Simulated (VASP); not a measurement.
# ZnCu (Pm-3m) in VASP: a series of runs

The runs below take ZnCu through single point, with PBE.

Program: VASP 6.6.1. These are calculated values, not measurements. Logs are shortened: lines on timing, memory, paths and dates and some standing lists are left out, and cuts for length are marked.

## Step 1: The cell of the first run

It takes space group Pm-3m (No. 221, cubic). Conventional cell: a = 2.843 Å, b = 2.843 Å, c = 2.843 Å, α = 90.00°, β = 90.00°, γ = 90.00°. Zn (site symmetry m-3m) has 8 Cu at 2.46 Å and 6 Zn at 2.84 Å within 3.3 Å. Within 3.3 Å of Cu (site symmetry m-3m) lie 8 Zn at 2.46 Å and 6 Cu at 2.84 Å.

## Step 2: Single point, PBE

INCAR reads:

```
SYSTEM = ZnCu
ALGO = Normal
EDIFF = 1E-6
ENCUT = 520
GGA = PE
ISIF = 2
ISMEAR = 1
LASPH = .True.
LCHARG = .False.
LREAL = .False.
LWAVE = .False.
NBANDS = 18
NELM = 100
PREC = Accurate
SIGMA = 0.1
```

KPOINTS reads:

```
k-points
0
Gamma
  10 10 10
  0 0 0
```

POSCAR reads:

```
ZnCu
1.0
    2.8433662377      0.0000000000      0.0000000000
    0.0000000000      2.8433662377      0.0000000000
    0.0000000000      0.0000000000      2.8433662377
Zn Cu
1 1
Direct
    0.5000000000      0.5000000000      0.5000000000
    0.0000000000      0.0000000000      0.0000000000
```

Potentials or basis: VASP PAW PBE potentials, release 64 (Zn, Cu).

Started as:

```sh
cat potpaw_PBE.64/Zn/POTCAR potpaw_PBE.64/Cu/POTCAR > POTCAR
mpirun -np 1 vasp_std > vasp.out
```

OUTCAR:

```text
SYSTEM = ZnCu
   EDIFF = 1E-6
   ENCUT = 520
   GGA = PE
   ISIF = 2
   ISMEAR = 1
   LASPH = .True.
   LREAL = .False.
   NELM = 100
   PREC = Accurate

 ion  position               nearest neighbor table
   1  0.500  0.500  0.500-   2 2.46   2 2.46   2 2.46   2 2.46   2 2.46   2 2.46   2 2.46   2 2.46

   2  0.000  0.000  0.000-   1 2.46   1 2.46   1 2.46   1 2.46   1 2.46   1 2.46   1 2.46   1 2.46

  LATTYP: Found a simple cubic cell.
 ALAT       =     2.8433662377

  Lattice vectors:

 A1 = (   2.8433662377,   0.0000000000,   0.0000000000)
 A2 = (   0.0000000000,   2.8433662377,   0.0000000000)
 A3 = (   0.0000000000,   0.0000000000,   2.8433662377)

Analysis of symmetry for initial positions (statically):
=====================================================================
 Subroutine PRICEL returns:
 Original cell was already a primitive cell.

 Routine SETGRP: Setting up the symmetry group for a
 simple cubic supercell.

 Subroutine GETGRP returns: Found 48 space group operations
 (whereof 48 operations were pure point group operations)
 out of a pool of 48 trial point group operations.

The static configuration has the point symmetry O_h .

Analysis of symmetry for dynamics (positions and initial velocities):
=====================================================================
 Subroutine PRICEL returns:
 Original cell was already a primitive cell.

 Routine SETGRP: Setting up the symmetry group for a
 simple cubic supercell.

 Subroutine GETGRP returns: Found 48 space group operations
 (whereof 48 operations were pure point group operations)
 out of a pool of 48 trial point group operations.

The dynamic configuration has the point symmetry O_h .

 Subroutine INISYM returns: Found 48 space group operations
 (whereof 48 operations are pure point group operations),
 and found     1 'primitive' translations

----------------------------------------------------------------------------------------

                                     Primitive cell

  volume of cell :      22.9879

  direct lattice vectors                    reciprocal lattice vectors
     2.843366238  0.000000000  0.000000000     0.351695813  0.000000000  0.000000000
     0.000000000  2.843366238  0.000000000     0.000000000  0.351695813  0.000000000
     0.000000000  0.000000000  2.843366238     0.000000000  0.000000000  0.351695813

  length of vectors
     2.843366238  2.843366238  2.843366238     0.351695813  0.351695813  0.351695813

  position of ions in fractional coordinates (direct lattice)
     0.500000000  0.500000000  0.500000000
     0.000000000  0.000000000  0.000000000

  ion indices of the primitive-cell ions
   primitive index   ion index
                 1           1
                 2           2

----------------------------------------------------------------------------------------

 KPOINTS: k-points

Automatic generation of k-mesh.
 Grid dimensions read from file:
 generate k-points for:   10   10   10

 Generating k-lattice:

  Cartesian coordinates                     Fractional coordinates (reciprocal lattice)
     0.035169581  0.000000000  0.000000000     0.100000000  0.000000000  0.000000000
     0.000000000  0.035169581  0.000000000     0.000000000  0.100000000  0.000000000
     0.000000000  0.000000000  0.035169581     0.000000000  0.000000000  0.100000000

  Length of vectors
     0.035169581  0.035169581  0.035169581

  Shift w.r.t. Gamma in fractional coordinates (k-lattice)
     0.000000000  0.000000000  0.000000000

 Subroutine IBZKPT returns following result:
 ===========================================

 Found     56 irreducible k-points:

 Following reciprocal coordinates:
            Coordinates               Weight
  0.000000  0.000000  0.000000      1.000000
  0.100000  0.000000  0.000000      6.000000
  0.200000  0.000000  0.000000      6.000000
  0.300000  0.000000  0.000000      6.000000
  0.400000  0.000000  0.000000      6.000000
  0.500000  0.000000  0.000000      3.000000
[... 16 lines left out ...]
  0.200000  0.100000  0.100000     24.000000
  0.300000  0.100000  0.100000     24.000000
 [... further k-points ...]
   k-points           NKPTS =     56   k-points in BZ     NKDIM =     56   number of bands    NBANDS=     18
   number of dos      NEDOS =    301   number of ions     NIONS =      2
   total plane-waves  NPLWV =  13824
   dimension x,y,z NGX =    24 NGY =   24 NGZ =   24
   dimension x,y,z NGXF=    48 NGYF=   48 NGZF=   48
   ions per type =               1   1
   NGX,Y,Z   is equivalent  to a cutoff of  14.03, 14.03, 14.03 a.u.
   NGXF,Y,Z  is equivalent  to a cutoff of  28.06, 28.06, 28.06 a.u.
 SYSTEM =  ZnCu
   PREC   = accura    normal or accurate (medium, high low for compatibility)
   ISTART =      0    job   : 0-new  1-cont  2-samecut
   ICHARG =      2    charge: 1-file 2-atom 10-const
   ISPIN  =      1    spin polarized calculation?
   LNONCOLLINEAR =      F non collinear calculations
   LSORBIT =      F    spin-orbit coupling
   LASPH  =      T    aspherical Exc in radial PAW
   ENCUT  =  520.0 eV  38.22 Ry    6.18 a.u.   5.29  5.29  5.29*2*pi/ulx,y,z
   NELM   =    100;   NELMIN=  2; NELMDL= -5     # of ELM steps
   EDIFF  = 0.1E-05   stopping-criterion for ELM
   LREAL  =      F    real-space projection
   EDIFFG = 0.1E-04   stopping-criterion for IOM
   NSW    =      0    number of steps for IOM
   IBRION =     -1    ionic relax: 0-MD 1-quasi-New 2-CG
   NFREE  =      0    steps in history (QN), initial steepest desc. (CG)
   ISIF   =      2    stress and relaxation
   ISYM   =      2    0-nonsym 1-usesym 2-fastsym
   POTIM  = 0.5000    time-step for ionic-motion
   TEBEG  =    0.0;   TEEND  =   0.0 temperature during run
   PSTRESS=    0.0 pullay stress
   NELECT =      23.0000    total number of electrons
   NUPDOWN=      -1.0000    fix difference up-down
   EMIN   =  10.00;   EMAX   =-10.00  energy-range for DOS
   EFERMI =   0.00;   METHOD = LEGACY
   ISMEAR =     1;   SIGMA  =   0.10  broadening in eV -4-tet -1-fermi 0-gaus
   EFERMI_NEDOS =   21; number of points for ismear=-14 and -15
   IALGO  =     38    algorithm
   IMIX   =      4    mixing-type and parameters
     AMIX     =   0.40;   BMIX     =  1.00
     AMIX_MAG =   1.60;   BMIX_MAG =  1.00
  volume/ion in A,a.u.               =      11.49        77.56
  Fermi-wavevector in a.u.,A,eV,Ry     =   1.637387  3.094213 36.477707  2.681036
  Thomas-Fermi vector in A             =   2.728535
   LORBIT       =      0    0 simple, 1 ext, 2 COOP (PROOUT), +10 PAW based schemes
   GGA     = PE    functional components
   LHFCALC =     F    Hartree Fock is set to
   AEXX    =    0.0000 exact exchange contribution
   IVDW    =     0    specifies the selected vdW correction
   LEPSILON=     F    determine dielectric tensor
   LRPA    =     F    only Hartree local field effects (RPA)
 non-spin polarized calculation
 Methfessel and Paxton  Order N= 1 SIGMA  =   0.10
  energy-cutoff  :      520.00
  volume of cell :       22.99
 maximum number of plane-waves:       638
 NGX is ok and might be reduce to    24
   NGX = 11   NGY = 11   NGZ = 11

 number of electron      22.9999992 magnetization

 Free energy of the ion-electron system (eV)
  ---------------------------------------------------
  ext. energy  EPLUGINS =         0.00000000
  ---------------------------------------------------
  free energy    TOTEN  =        -4.82973515 eV

  energy without entropy =       -4.83052366  energy(sigma->0) =       -4.82999799

 E-fermi :   6.7851     XC(G=0): -13.0032

 val. band max:        6.7434054990   @ k =   0.3000   0.1000   0.0000
 cond. band min:       6.7966074962   @ k =   0.4000   0.4000   0.4000
 fundamental gap:      0.0532019972
 Fermi energy:         6.7851454996

 k-point     1 :       0.0000    0.0000    0.0000
  band No.  band energies     occupation
      1      -4.5831      2.00000
      2      -1.6444      2.00000
      3      -1.6444      2.00000
      4      -0.7540      2.00000
      5      -0.7540      2.00000
      6      -0.7540      2.00000
[... 10 lines left out ...]
     17      20.6683      0.00000
     18      31.1017      0.00000

 k-point     2 :       0.1000    0.0000    0.0000
  band No.  band energies     occupation
      1      -4.3882      2.00000
      2      -1.6158      2.00000
      3      -1.5975      2.00000
      4      -0.7723      2.00000
      5      -0.7723      2.00000
      6      -0.7432      2.00000
[... 10 lines left out ...]
     17      21.7680      0.00000
     18      29.3413      0.00000

 k-point     3 :       0.2000    0.0000    0.0000
  band No.  band energies     occupation
      1      -3.8177      2.00000
      2      -1.5393      2.00000
      3      -1.4656      2.00000
      4      -0.8200      2.00000
      5      -0.8200      2.00000
      6      -0.7146      2.00000
[... 10 lines left out ...]
     17      25.1522      0.00000
     18      26.8965      0.00000

 k-point     4 :       0.3000    0.0000    0.0000
  band No.  band energies     occupation
      1      -2.9376      2.00000
      2      -1.4413      2.00000
      3      -1.2525      2.00000
      4      -0.8786      2.00000
      5      -0.8786      2.00000
      6      -0.6787      2.00000
[... 375 lines left out ...]
      4      -0.8057      2.00000
      5      -0.8057      2.00000
      6      -0.7457      2.00000
[... 10 lines left out ...]
     17      22.8232      0.00000
     18      26.8698      0.00000

 k-point    23 :       0.2000    0.1000    0.1000
  band No.  band energies     occupation
      1      -3.4522      2.00000
      2      -1.4672      2.00000
      3      -1.4031      2.00000
      4      -0.8604      2.00000
      5      -0.8453      2.00000
      6      -0.7430      2.00000
[... 10 lines left out ...]
     17      24.0822      0.00000
     18      24.7284      0.00000

 k-point    24 :       0.3000    0.1000    0.1000
  band No.  band energies     occupation
      1      -2.6218      2.00000
      2      -1.3812      2.00000
      3      -1.2347      2.00000
      4      -0.9291      2.00000
      5      -0.8362      2.00000
      6      -0.7276      2.00000
[... 10 lines left out ...]
     17      22.0579      0.00000
     18      22.8178      0.00000

 [... further k-points ...]

------------------------ aborting loop because EDIFF is reached ----------------------------------------

  FORCE on cell =-STRESS in cart. coord.  units (eV):
  Direction    XX          YY          ZZ          XY          YZ          ZX
  --------------------------------------------------------------------------------------
  -------------------------------------------------------------------------------------
  Total        2.9078306      2.9078306      2.9078306     -0.0000000     -0.0000000     -0.0000000
  in kB      202.6661756    202.6661756    202.6661756     -0.0000000     -0.0000000     -0.0000000
  external PRESSURE =     202.6661756 kB  Pullay stress =       0.0000000 kB

 VOLUME and BASIS-vectors are now :
 -----------------------------------------------------------------------------
  energy-cutoff  :      520.00
  volume of cell :       22.99
      direct lattice vectors                 reciprocal lattice vectors
     2.843366238  0.000000000  0.000000000     0.351695813  0.000000000  0.000000000
     0.000000000  2.843366238  0.000000000     0.000000000  0.351695813  0.000000000
     0.000000000  0.000000000  2.843366238     0.000000000  0.000000000  0.351695813

 POSITION                                       TOTAL-FORCE (eV/Angst)
 -----------------------------------------------------------------------------------
      1.42168      1.42168      1.42168         0.000000      0.000000      0.000000
      0.00000      0.00000      0.00000         0.000000      0.000000      0.000000
 -----------------------------------------------------------------------------------
    total drift:                                0.000000      0.000000     -0.000000

  FREE ENERGIE OF THE ION-ELECTRON SYSTEM (eV)
  ---------------------------------------------------
  free  energy   TOTEN  =        -4.8297351510 eV

  energy  without entropy=       -4.8305236643  energy(sigma->0) =       -4.82999799
```

It took 14 s on 1 thread of Intel Xeon 6975P-C, shared host; peak memory 0.15 GiB.

Results:

```yaml
Free_energy: -4.8297 eV
Pressure: 20.3 GPa
```

Levels at points of the mesh, in eV from the Fermi level:
```tsv
k point	band 9	band 10	band 11	band 12	band 13	band 14	band 15	band 16
(0.00, 0.00, 0.00)	-3.10	-3.10	-3.10	6.45	6.45	6.45	11.78	11.78
(0.50, 0.00, 0.00)	-3.77	-3.77	-3.21	-2.27	12.50	12.50	13.09	13.09
(0.50, 0.50, 0.00)	-3.25	-2.84	-2.41	-2.41	2.07	2.37	14.94	16.22
(0.50, 0.50, 0.50)	-2.82	-2.82	4.43	4.43	4.43	4.48	4.69	4.69
```

## Step 3: Single point, PBE

This run uses another cell than the first one, of 11.81 Å³/atom, 1.028 times its volume.

INCAR reads:

```
PREC = Accurate
ENCUT = 520
EDIFF = 1E-7
ISMEAR = 1
SIGMA = 0.1
LREAL = False
LASPH = True
NELM = 100
ALGO = Normal
ISIF = 2
LWAVE = False
LCHARG = True
GGA = PE
LELF = True
LVHAR = True
NBANDS = 18
```

KPOINTS reads:

```
regular mesh
0
Gamma
  10 10 10
```

POSCAR reads:

```
ZnCu
1.0
    2.8694536237      0.0000000000      0.0000000000
    0.0000000000      2.8694536237      0.0000000000
    0.0000000000      0.0000000000      2.8694536237
Zn Cu
1 1
Direct
    0.5000000000      0.5000000000      0.5000000000
    0.0000000000      0.0000000000      0.0000000000
```

Potentials or basis: VASP PAW PBE potentials, release 64 (Zn, Cu).

Started as:

```sh
cat potpaw_PBE.64/Zn/POTCAR potpaw_PBE.64/Cu/POTCAR > POTCAR
mpirun -np 1 vasp_std > vasp.out
```

Run time: 22 s. Hardware: 1 thread of Intel Xeon 6975P-C, shared host; peak memory 0.16 GiB.

It converged, with:

* Free energy: -4.9000 eV
* Pressure: 15.0 GPa

Levels at points of the mesh, in eV from the Fermi level:
```tsv
k point	band 9	band 10	band 11	band 12	band 13	band 14	band 15	band 16
(0.00, 0.00, 0.00)	-3.03	-3.03	-3.03	6.36	6.36	6.36	11.61	11.61
(0.50, 0.00, 0.00)	-3.66	-3.66	-3.13	-2.23	12.26	12.26	12.86	12.86
(0.50, 0.50, 0.00)	-3.18	-2.78	-2.29	-2.29	1.96	2.27	14.65	16.01
(0.50, 0.50, 0.50)	-2.75	-2.75	4.28	4.38	4.38	4.38	4.62	4.62
```

## Step 4: Single point, PBE

This run uses another cell than the first one, of 12.13 Å³/atom, 1.056 times its volume.

INCAR reads:

```
PREC = Accurate ; ENCUT = 520
EDIFF = 1E-7 ; ISMEAR = 1
SIGMA = 0.1 ; LREAL = False
LASPH = True ; NELM = 60
ALGO = Normal ; ISIF = 2
LWAVE = False ; LCHARG = True
GGA = PE ; LELF = True
LVHAR = True ; NBANDS = 18
```

KPOINTS reads:

```
Automatic mesh
0
Gamma
  10 10 10
```

POSCAR reads:

```
ZnCu
1.0
    2.8950751010      0.0000000000      0.0000000000
    0.0000000000      2.8950751010      0.0000000000
    0.0000000000      0.0000000000      2.8950751010
Zn Cu
1 1
Direct
    0.5000000000      0.5000000000      0.5000000000
    0.0000000000      0.0000000000      0.0000000000
```

Started as:

```sh
cat potpaw_PBE.64/Zn/POTCAR potpaw_PBE.64/Cu/POTCAR > POTCAR
mpirun -np 1 vasp_std > vasp.out
```

Wall time 24 s (1 thread of Intel Xeon 6975P-C, shared host); peak memory 0.15 GiB.

It converged, with:

| Quantity | Value |
| --- | --- |
| Free energy | -4.9505 eV |
| Pressure | 10.4 GPa |

Levels at points of the mesh, in eV from the Fermi level:
```tsv
k point	band 10	band 11	band 12	band 13	band 14	band 15
(0.00, 0.00, 0.00)	-2.96	-2.96	6.29	6.29	6.29	11.45
(0.50, 0.00, 0.00)	-3.56	-3.05	-2.18	12.04	12.04	12.65
(0.50, 0.50, 0.00)	-2.71	-2.19	-2.19	1.85	2.18	14.37
(0.50, 0.50, 0.50)	-2.69	4.10	4.33	4.33	4.33	4.55
```

## Step 5: Overview

| cell | gap on the mesh (eV) | pressure (GPa) |
| --- | --- | --- |
| a = 2.843 Å, 2 atoms | none | 20.3 |
| a = 2.869 Å, 2 atoms | none | 15.0 |
| a = 2.895 Å, 2 atoms | none | 10.4 |

Alike in all rows: task single point; level PBE; potentials or basis VASP PAW PBE potentials, release 64 (Zn, Cu); no spin polarisation; k mesh 10 × 10 × 10; cutoff (eV) 520; smearing methfessel-paxton 0.1 eV.

Absolute energies hang on the potentials; compare differences alone.
